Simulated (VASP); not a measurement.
# V (Im-3m) in VASP: settings compared, part 2 of 2

VASP 6.6.1. The steps go on from the part before.

## 5. Relaxation of cell and atoms, PBE, collinear spin, ferromagnetic start

This run uses another cell than the first one, of 13.89 Å³/atom.

The input, INCAR:

```
SYSTEM = V
  PREC = Accurate
  ENCUT = 600
  EDIFF = 1E-6
  ISMEAR = -1
  SIGMA = 0.05
  LREAL = .FALSE.
  LASPH = .TRUE.
  NELM = 150
  ALGO = Fast
  ISIF = 3
  LWAVE = .FALSE.
  LCHARG = .FALSE.
  ISPIN = 2
  MAGMOM = 2
  LORBIT = 11
  LMAXMIX = 4
  GGA = PE
  IBRION = 2
  NSW = 60
  EDIFFG = -0.01
```

The input, KPOINTS:

```
Automatic mesh
0
G
  12 12 12
  0 0 0
```

The input, POSCAR:

```
V
1.0
   -1.5143500000      1.5143500000      1.5143500000
    1.5143500000     -1.5143500000      1.5143500000
    1.5143500000      1.5143500000     -1.5143500000
V
1
Direct
    0.0000000000      0.0000000000      0.0000000000
```

Launch:

```
cat potpaw_PBE.64/V_sv/POTCAR > POTCAR
mpirun -np 1 vasp_std > vasp.out
```

It took 27 s on 1 thread of Intel Xeon 6975P-C (Granite Rapids), shared host; peak memory 0.16 GiB.

The run converged. Its results:

```yaml
Free_energy: -8.9943 eV
Relaxed_volume: 13.47 Å³/atom
Relaxed_cell: a = 2.596 Å, b = 2.596 Å, c = 2.596 Å, α = 109.47°, β = 109.47°, γ = 109.47°
Space_group_after_relaxing_to_0.1_Å: Im-3m (No. 229)
Energy_gained_by_relaxing: 7.0 meV/atom
Ionic_steps: 3
Pressure_after_relaxing: 0.0 GPa
Net_moment: 0.00 μB per cell
Valence_electrons_inside_the_program's_atomic_spheres: V 11.65
```

Step by step:
| step | energy change (eV) | largest force (eV/Å) | pressure (GPa) | volume (Å³) |
| --- | --- | --- | --- | --- |
| 1 | 0.0000 | 0.0000 | -5.21 | 13.89 |
| 2 | 0.0026 | 0.0000 | 6.97 | 13.00 |
| 3 | -0.0070 | 0.0000 | -0.03 | 13.47 |

Final structure:
```xyz
1
Lattice="-1.4989 1.4989 1.4989 1.4989 -1.4989 1.4989 1.4989 1.4989 -1.4989" Properties=species:S:1:pos:R:3 pbc="T T T"
V     0.0000    0.0000    0.0000
```

Levels at points of the mesh, in eV from the Fermi level:
Spin up:
| k point | band 3 | band 4 | band 5 | band 6 | band 7 | band 8 | band 9 | band 10 |
| --- | --- | --- | --- | --- | --- | --- | --- | --- |
| (0.00, 0.00, 0.00) | -37.01 | -37.01 | -6.58 | 0.42 | 0.42 | 0.42 | 2.43 | 2.43 |
| (0.50, 0.00, 0.00) | -37.29 | -37.02 | -3.16 | -1.12 | 1.65 | 2.43 | 2.79 | 4.12 |
| (0.50, 0.50, 0.50) | -37.62 | -37.62 | -2.98 | -2.98 | 3.73 | 3.73 | 3.73 | 10.21 |
Spin down:
```csv
k point,band 2,band 3,band 4,band 5,band 6,band 7,band 8,band 9,band 10,band 11
"(0.00, 0.00, 0.00)",-37.01,-37.01,-37.01,-6.58,0.42,0.42,0.42,2.43,2.43,20.49
"(0.50, 0.00, 0.00)",-37.91,-37.29,-37.02,-3.16,-1.12,1.65,2.43,2.79,4.12,10.18
"(0.50, 0.50, 0.50)",-37.62,-37.62,-37.62,-2.98,-2.98,3.73,3.73,3.73,10.21,10.21
```

Caveat: the moments typed at the start vanished in this run.

## 6. Relaxation of cell and atoms, HSE06, collinear spin, ferromagnetic start

This run uses another cell than the first one, of 13.89 Å³/atom.

POSCAR is that of step 5.

The input, INCAR.step1:

```
SYSTEM = V
  PREC = Accurate
  ENCUT = 600
  EDIFF = 1E-5
  ISMEAR = -1
  SIGMA = 0.05
  LREAL = .FALSE.
  LASPH = .TRUE.
  NELM = 150
  ALGO = Normal
  LWAVE = .TRUE.
  LCHARG = .FALSE.
  ISPIN = 2
  MAGMOM = 2
  LORBIT = 11
  LMAXMIX = 4
  GGA = PE
  NBANDS = 16
```

The input, INCAR.step2:

```
SYSTEM = V
  PREC = Accurate
  ENCUT = 600
  EDIFF = 1E-7
  ISMEAR = -1
  SIGMA = 0.05
  LREAL = .FALSE.
  LASPH = .TRUE.
  NELM = 150
  ALGO = Normal
  ISIF = 3
  LWAVE = .FALSE.
  LCHARG = .FALSE.
  ISPIN = 2
  MAGMOM = 2
  LORBIT = 11
  LMAXMIX = 4
  GGA = PE
  LHFCALC = .TRUE.
  HFSCREEN = 0.2079
  PRECFOCK = Normal
  IBRION = 2
  NSW = 60
  EDIFFG = -0.01
  ISTART = 1
```

The input, KPOINTS:

```
Automatic mesh
0
G
  6 6 6
  0 0 0
```

Potentials or basis: VASP PAW PBE potentials, release 64 (V_sv).

Launch:

```
cat potpaw_PBE.64/V_sv/POTCAR > POTCAR
cp INCAR.step1 INCAR
mpirun -np 1 vasp_std > vasp.out
cp INCAR.step2 INCAR
mpirun -np 1 vasp_std > vasp.out
```

OUTCAR:

```text
SYSTEM = V
   PREC = Accurate
   ENCUT = 600
   EDIFF = 1E-7
   ISMEAR = -1
   LREAL = .FALSE.
   LASPH = .TRUE.
   NELM = 150
   ISIF = 3
   ISPIN = 2
   LORBIT = 11
   GGA = PE
   LHFCALC = .TRUE.
   HFSCREEN = 0.2079
   PRECFOCK = Normal
   IBRION = 2
   NSW = 60
   EDIFFG = -0.01
   ISTART = 1

 ion  position               nearest neighbor table
   1  0.000  0.000  0.000-

  LATTYP: Found a body centered cubic cell.
 ALAT       =     3.0287000000

  Lattice vectors:

 A1 = (  -1.5143500000,   1.5143500000,   1.5143500000)
 A2 = (   1.5143500000,  -1.5143500000,   1.5143500000)
 A3 = (   1.5143500000,   1.5143500000,  -1.5143500000)

Analysis of symmetry for initial positions (statically):
=====================================================================
 Subroutine PRICEL returns:
 Original cell was already a primitive cell.

 Routine SETGRP: Setting up the symmetry group for a
 body centered cubic supercell.

 Subroutine GETGRP returns: Found 48 space group operations
 (whereof 48 operations were pure point group operations)
 out of a pool of 48 trial point group operations.

The static configuration has the point symmetry O_h .

Analysis of symmetry for dynamics (positions and initial velocities):
=====================================================================
 Subroutine PRICEL returns:
 Original cell was already a primitive cell.

 Routine SETGRP: Setting up the symmetry group for a
 body centered cubic supercell.

 Subroutine GETGRP returns: Found 48 space group operations
 (whereof 48 operations were pure point group operations)
 out of a pool of 48 trial point group operations.

The dynamic configuration has the point symmetry O_h .

Analysis of structural, dynamic, and magnetic symmetry:
=====================================================================
 Subroutine PRICEL returns:
 Original cell was already a primitive cell.

[... 144 lines left out ...]

 number of electron      13.0000003 magnetization       0.7777915

 Free energy of the ion-electron system (eV)
  ---------------------------------------------------
  ext. energy  EPLUGINS =         0.00000000
  ---------------------------------------------------
  free energy    TOTEN  =       -10.90108585 eV

  energy without entropy =      -10.88896758  energy(sigma->0) =      -10.89502672

------------------------ aborting loop because EDIFF is reached ----------------------------------------

  FORCE on cell =-STRESS in cart. coord.  units (eV):
  Direction    XX          YY          ZZ          XY          YZ          ZX
  --------------------------------------------------------------------------------------
  -------------------------------------------------------------------------------------
  Total       -0.6171916     -0.6171916     -0.6171916      0.0000000      0.0000000      0.0000000
  in kB      -71.1855492    -71.1855492    -71.1855492      0.0000000      0.0000000      0.0000000
  external PRESSURE =     -71.1855492 kB  Pullay stress =       0.0000000 kB
[... 22 lines left out ...]
--------------------------------------- Ionic step        2  -------------------------------------------

 number of electron      13.0000000 magnetization       0.7775791

 E-fermi :  10.6113     XC(G=0): -10.7867

 val. band max:       10.3412608061   @ k =   0.1667   0.1667   0.0000
 cond. band min:      10.6556076703   @ k =   0.3333   0.1667  -0.0000
 fundamental gap:      0.3143468642
 Fermi energy:        10.6113292061

 spin component 1

 k-point     1 :       0.0000    0.0000    0.0000
  band No.  band energies     occupation
      1     -58.7306      1.00000
      2     -30.2373      1.00000
      3     -30.2373      1.00000
      4     -30.2373      1.00000
      5       2.1288      1.00000
      6      10.0253      0.99999
      7      10.0253      0.99999
      8      10.0253      0.99999
      9      13.9135      0.00000
     10      13.9135      0.00000
     11      32.1978      0.00000
[... 469 lines left out ...]
--------------------------------------- Ionic step        3  -------------------------------------------

 number of electron      12.9999998 magnetization       0.7777808

 Free energy of the ion-electron system (eV)
  ---------------------------------------------------
  ext. energy  EPLUGINS =         0.00000000
  ---------------------------------------------------
  free energy    TOTEN  =       -10.91443007 eV

  energy without entropy =      -10.90571879  energy(sigma->0) =      -10.91007443

 E-fermi :   9.9319     XC(G=0): -10.5769

 val. band max:        9.7857416032   @ k =   0.1667   0.1667   0.0000
 cond. band min:       9.9651258981   @ k =   0.3333   0.1667  -0.0000
 fundamental gap:      0.1793842949
 Fermi energy:         9.9318606318

 spin component 1

 k-point     1 :       0.0000    0.0000    0.0000
  band No.  band energies     occupation
      1     -59.4400      1.00000
      2     -31.0389      1.00000
      3     -31.0389      1.00000
      4     -31.0389      1.00000
      5       1.6339      1.00000
      6       9.3585      0.99999
      7       9.3585      0.99999
      8       9.3585      0.99999
      9      13.1422      0.00000
     10      13.1423      0.00000
     11      31.1694      0.00000
[... 463 lines left out ...]
  FREE ENERGIE OF THE ION-ELECTRON SYSTEM (eV)
  ---------------------------------------------------
  free  energy   TOTEN  =       -10.9144300732 eV

  energy  without entropy=      -10.9057187885  energy(sigma->0) =      -10.91007443

 reached required accuracy - stopping structural energy minimisation

 total charge

# of ion       s       p       d       tot
------------------------------------------
    1        2.348   6.261   3.003  11.611

 magnetization (x)

# of ion       s       p       d       tot
------------------------------------------
    1        0.008   0.047   0.616   0.671
```

OSZICAR.step1:

```text
N       E                     dE             d eps       ncg     rms          rms(c)
DAV:   1     0.105847207371E+03    0.10585E+03   -0.70431E+03  1032   0.972E+02
DAV:   2    -0.814041390899E+01   -0.11399E+03   -0.10923E+03  1104   0.297E+02
DAV:   3    -0.986714535355E+01   -0.17267E+01   -0.17242E+01  1176   0.392E+01
DAV:   4    -0.987412761302E+01   -0.69823E-02   -0.69822E-02  1192   0.264E+00
DAV:   5    -0.987419010437E+01   -0.62491E-04   -0.62491E-04  1216   0.232E-01    0.190E+01
DAV:   6    -0.892654057185E+01    0.94765E+00   -0.16742E+00  1064   0.216E+01    0.283E+00
DAV:   7    -0.895256138085E+01   -0.26021E-01   -0.12967E-01  1080   0.336E+00    0.173E+00
DAV:   8    -0.895701208317E+01   -0.44507E-02   -0.10718E-02  1056   0.118E+00    0.948E-01
DAV:   9    -0.895487944212E+01    0.21326E-02   -0.22580E-03  1152   0.501E-01    0.278E-01
DAV:  10    -0.895488652119E+01   -0.70791E-05   -0.46385E-04  1168   0.266E-01    0.725E-02
DAV:  11    -0.895493509771E+01   -0.48577E-04   -0.80960E-05  1072   0.770E-02    0.169E-02
DAV:  12    -0.895493817597E+01   -0.30783E-05   -0.51808E-06   744   0.233E-02
   1 F= -.89549382E+01 E0= -.89488746E+01  d E =-.121272E-01  mag=     0.6049
```

It took 1.7 h on 1 thread of Oxide Virtual Turin-like, shared host; peak memory 0.23 GiB.

Results:

```
Free energy                                           : -10.9144 eV
Relaxed volume                                        : 13.33 Å³/atom
Relaxed cell                                          : a = 2.587 Å, b = 2.587 Å, c = 2.587 Å, α = 109.47°, β = 109.47°, γ = 109.47°
Space group after relaxing (to 0.1 Å)                 : Im-3m (No. 229)
Energy gained by relaxing                             : 13.3 meV/atom
Ionic steps                                           : 3
Pressure after relaxing                               : -0.1 GPa
Net moment                                            : 0.78 μB per cell
Site moments                                          : V +0.67 μB
Valence electrons inside the program's atomic spheres : V 11.61
```

The path:
| step | energy change (eV) | largest force (eV/Å) | pressure (GPa) | volume (Å³) |
| --- | --- | --- | --- | --- |
| 1 | 0.0000 | 0.0000 | -7.12 | 13.89 |
| 2 | 0.0072 | 0.0000 | 10.68 | 12.69 |
| 3 | -0.0133 | 0.0000 | -0.10 | 13.33 |

Final structure:
```cif
data_structure
_symmetry_space_group_name_H-M 'P 1'
_symmetry_Int_Tables_number 1
_cell_length_a 2.5873
_cell_length_b 2.5873
_cell_length_c 2.5873
_cell_angle_alpha 109.471
_cell_angle_beta 109.471
_cell_angle_gamma 109.471
_cell_volume 13.33
loop_
_atom_site_label
_atom_site_type_symbol
_atom_site_fract_x
_atom_site_fract_y
_atom_site_fract_z
_atom_site_occupancy
V1 V 0.00000 0.00000 0.00000 1
```

Caveat: the k points lie up to 0.50 Å⁻¹ apart in the final cell; the PAW data sets were made with another functional, which shifts forces and pressure a little.

## 7. Summary

| task | level | cell | k mesh | cutoff (eV) | grid for exact exchange (PRECFOCK) | share of exact exchange | screening parameter | gap on the mesh (eV) | pressure (GPa) | moment (μB) | relaxed volume (Å³/atom) |
| --- | --- | --- | --- | --- | --- | --- | --- | --- | --- | --- | --- |
| single point | r2SCAN+D3(BJ) | a = 2.640 Å, angles 109.5°, 1 atom | 12 × 12 × 12 | 520 | - | - | - | none | -14.1 | 0.00 | - |
| single point | r2SCAN+D3(BJ) | a = 2.657 Å, angles 109.5°, 1 atom | 12 × 12 × 12 | 520 | - | - | - | none | -16.7 | 0.00 | - |
| single point | r2SCAN+D3(BJ) | a = 2.674 Å, angles 109.5°, 1 atom | 12 × 12 × 12 | 520 | - | - | - | none | -19.1 | 0.00 | - |
| relaxation of cell and atoms | PBE | relaxed from a = 2.623 Å, angles 109.5°, 1 atom | 12 × 12 × 12 | 600 | - | - | - | none | 0.0 | 0.00 | 13.47 |
| relaxation of cell and atoms | HSE06 | relaxed from a = 2.623 Å, angles 109.5°, 1 atom | 6 × 6 × 6 | 600 | Normal | 0.25 | 0.2079 1/Å | none | -0.1 | 0.78 | 13.33 |

Alike in all rows: potentials or basis VASP PAW PBE potentials, release 64 (V_sv); spin collinear, ferromagnetic start; smearing fermi-dirac 0.05 eV.

Caveats: some runs use coarse meshes; the moments typed at the start vanished in this run (at least some runs); the PAW data sets were made with another functional, which shifts forces and pressure a little (at least some runs); the cell stands under tension (at least some runs).

Total energies depend on the potentials used, so only differences within one code and one set of settings carry meaning.

The gap in the log of VASP goes by the Fermi energy; the results here count the filled bands.